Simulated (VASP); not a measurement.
Runs of VASP 6.6.1 on Hg. The structure is that of space group P6_3/mmc (No. 194), or close to it. The cells are those of the table. 

| task | potentials or basis | cell | cutoff (eV) | gap on the mesh (eV) | pressure (GPa) | relaxed volume (Å³/atom) |
| --- | --- | --- | --- | --- | --- | --- |
| single point | VASP PAW LDA potentials, release 64 (Hg_sv_GW) | a = 2.805, b = 2.805, c = 4.847 Å, angles 90.0, 90.0, 120.0°, 2 atoms | 550 | none | 40.5 | - |
| relaxation of cell and atoms | VASP PAW LDA potentials, release 64 (Hg) | relaxed from a = 3.210, b = 3.210, c = 5.242 Å, angles 90.0, 90.0, 120.0°, 2 atoms | 600 | none | 0.0 | (b) |
| relaxation of cell and atoms | VASP PAW LDA potentials, release 64 (Hg_sv_GW) | relaxed from a = 3.210, b = 3.210, c = 5.242 Å, angles 90.0, 90.0, 120.0°, 2 atoms | 550 | none | -0.1 | 21.97 |
| relaxation of cell and atoms | VASP PAW LDA potentials, release 64 (Hg) | relaxed to 40 GPa from a = 3.210, b = 3.210, c = 5.242 Å, angles 90.0, 90.0, 120.0°, 2 atoms | 600 | none | 39.8 | - |
| relaxation of cell and atoms | VASP PAW LDA potentials, release 64 (Hg_sv_GW) | relaxed to 20 GPa from a = 3.210, b = 3.210, c = 5.242 Å, angles 90.0, 90.0, 120.0°, 2 atoms | 550 | none | 20.0 | - |
| relaxation of cell and atoms | VASP PAW LDA potentials, release 64 (Hg) | relaxed to 20 GPa from a = 3.210, b = 3.210, c = 5.242 Å, angles 90.0, 90.0, 120.0°, 2 atoms | 600 | none | 19.9 | - |
| single point | VASP PAW LDA potentials, release 64 (Hg_sv_GW) | a = 2.871, b = 2.871, c = 5.067 Å, angles 90.0, 90.0, 120.0°, 2 atoms | 550 | none | (a) | - |
| single point | VASP PAW LDA potentials, release 64 (Hg_sv_GW) | a = 2.757, b = 2.757, c = 4.713 Å, angles 90.0, 90.0, 120.0°, 2 atoms | 550 | none | 60.8 | - |
| relaxation of cell and atoms | VASP PAW LDA potentials, release 64 (Hg) | relaxed to 60 GPa from a = 3.210, b = 3.210, c = 5.242 Å, angles 90.0, 90.0, 120.0°, 2 atoms | 600 | none | 59.8 | - |

Alike in all rows: level LDA; no spin polarisation; k mesh 7 × 7 × 4; smearing fermi-dirac 0.1 eV.

Question: Estimate the missing entries.

Answer: (a) 20.3; (b) 22.26.

Caveats: some runs use coarse meshes; spin-orbit coupling is left out, which moves the levels of the heavy elements; the cell is relaxed towards a set pressure, so the run minimises the enthalpy, not the energy (at least some runs); the volume moved by over 15 % at a fixed basis, so the end points are rough (at least some runs).

A k mesh can miss the band edges, and the runs leave out spin-orbit coupling on Hg.

A gap of «none» marks levels without a gap at the run's occupations.

The runs don't all hold the same shells in valence.
